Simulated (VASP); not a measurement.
Write the native input for VASP 6.6.1 that does the following.

- Task: single point
- Functional: PBE
- Potentials or basis: VASP PAW PBE potentials, release 64 (Mg, S)
- Cutoff: 520 eV
- k mesh: 6 × 6 × 6
- Occupations: gaussian, width 0.01 eV
- Spin: no spin polarisation
- Dipole correction: no
- Further INCAR settings: ALGO = Normal; EDIFF = 1e-07; NBANDS = 11

The structure of MgS (Niningerite) lies in POSCAR:

```
MgS
1.0
    0.0000000000      2.6609913517      2.6609913517
    2.6609913517      0.0000000000      2.6609913517
    2.6609913517      2.6609913517      0.0000000000
Mg S
1 1
Direct
    0.0000000000      0.0000000000      0.0000000000
    0.5000000000      0.5000000000      0.5000000000
```

These files were run (other wordings do the same):

INCAR

```
PREC     = Accurate       # precision mode
ENCUT    = 520            # plane-wave cutoff, eV
EDIFF    = 1E-7           # SCF threshold, eV
ISMEAR   = 0              # smearing method
SIGMA    = 0.01           # smearing width, eV
LREAL    = F              # projectors in reciprocal space
LASPH    = T              # aspherical terms in the spheres
NELM     = 60             # most SCF steps
ALGO     = Normal         # electronic algorithm
ISIF     = 2              # what is computed and relaxed
LWAVE    = F              # write WAVECAR
LCHARG   = F              # write CHGCAR
GGA      = PE             # functional
NBANDS   = 11             # bands
```

KPOINTS

```
regular mesh
0
Gamma
  6 6 6
```

Potentials or basis: VASP PAW PBE potentials, release 64 (Mg, S).

Run with:

```console
$ cat potpaw_PBE.64/Mg/POTCAR potpaw_PBE.64/S/POTCAR > POTCAR
$ mpirun -np 1 vasp_std > vasp.out
```

It gave:

* Pressure: -3.7 GPa
* Band gap on the k mesh: 2.62 eV, indirect (least direct gap 3.20 eV)

It took 5.4 s on 1 thread of Intel Xeon 6975P-C, on a shared host, peak memory 0.15 GiB.
